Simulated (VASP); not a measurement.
Set up this calculation in VASP 6.6.1, as the native input.

| Quantity | Value |
| --- | --- |
| Task | single point |
| Functional | LDA |
| Potentials or basis | VASP PAW LDA potentials, release 64 (Fe, Sb) |
| Cutoff | 520 eV |
| k mesh | 8 × 8 × 6 |
| Occupations | fermi-dirac, width 0.1 eV |
| Spin | collinear spin, ferromagnetic start |
| Starting moments | [1.5, 1.5, 0.0, 0.0] μB |
| Dipole correction | no |
| k mesh for the DOS | 12 × 12 × 9 |
| Occupations for the DOS | tetrahedron |
| Further INCAR settings | ALGO = Normal; EDIFF = 1e-06 |

FeSb:

```
Fe Sb
1.0
     4.06000    0.00000    0.00000
    -2.03000    3.51606    0.00000
     0.00000    0.00000    5.13000
Fe Sb
2 2
Cartesian
  0.0000 0.0000 0.0000
  0.0000 0.0000 2.5650
  0.0000 2.3440 1.2825
  2.0300 1.1720 3.8475
```

The input as run:

POSCAR

```
FeSb
1.0
    4.0600000000      0.0000000000      0.0000000000
   -2.0300000000      3.5160631394      0.0000000000
    0.0000000000      0.0000000000      5.1300000000
Fe Sb
2 2
Direct
    0.0000000000      0.0000000000      0.0000000000
    0.0000000000      0.0000000000      0.5000000000
    0.3333333333      0.6666666667      0.2500000000
    0.6666666667      0.3333333333      0.7500000000
```

INCAR.step1

```
  PREC = Accurate
  ENCUT = 520
  EDIFF = 1E-6
  ISMEAR = -1
  SIGMA = 0.1
  LREAL = False
  LASPH = True
  NELM = 150
  ALGO = Normal
  ISIF = 2
  LWAVE = False
  LCHARG = True
  ISPIN = 2
  MAGMOM = 1.5 1.5 0 0
  LMAXMIX = 4
  NBANDS = 25
```

KPOINTS.step1

```
regular mesh
0
Gamma
  8 8 6
```

INCAR.step2

```
  PREC = Accurate
  ENCUT = 520
  EDIFF = 1E-6
  ISMEAR = -5
  SIGMA = 0.1
  LREAL = False
  LASPH = True
  NELM = 150
  ALGO = Normal
  ISIF = 2
  LWAVE = False
  LCHARG = False
  ISPIN = 2
  MAGMOM = 1.5 1.5 0 0
  LORBIT = 11
  LMAXMIX = 4
  NEDOS = 1001
  ICHARG = 11
```

KPOINTS.step2

```
regular mesh
0
Gamma
  12 12 9
```

Potentials or basis: VASP PAW LDA potentials, release 64 (Fe, Sb).

Run with:

```bash
$ cat potpaw_LDA.64/Fe/POTCAR potpaw_LDA.64/Sb/POTCAR > POTCAR
$ cp INCAR.step1 INCAR
$ cp KPOINTS.step1 KPOINTS
$ mpirun -np 1 vasp_std > vasp.out
$ cp INCAR.step2 INCAR
$ cp KPOINTS.step2 KPOINTS
$ mpirun -np 1 vasp_std > vasp.out
```

It gave:

```json
{
  "Net moment": "2.60 μB per cell",
  "Site moments": "Fe +1.35; Sb -0.06 μB",
  "Valence electrons inside the program's atomic spheres": "Fe 7.24; Sb 2.44"
}
```

Caveat: the run started ferromagnetic, and an antiferromagnetic order may lie lower in energy.

Wall time 10 min on 1 thread of Intel Xeon 8259CL, with other jobs on the host, peak memory 0.32 GiB.
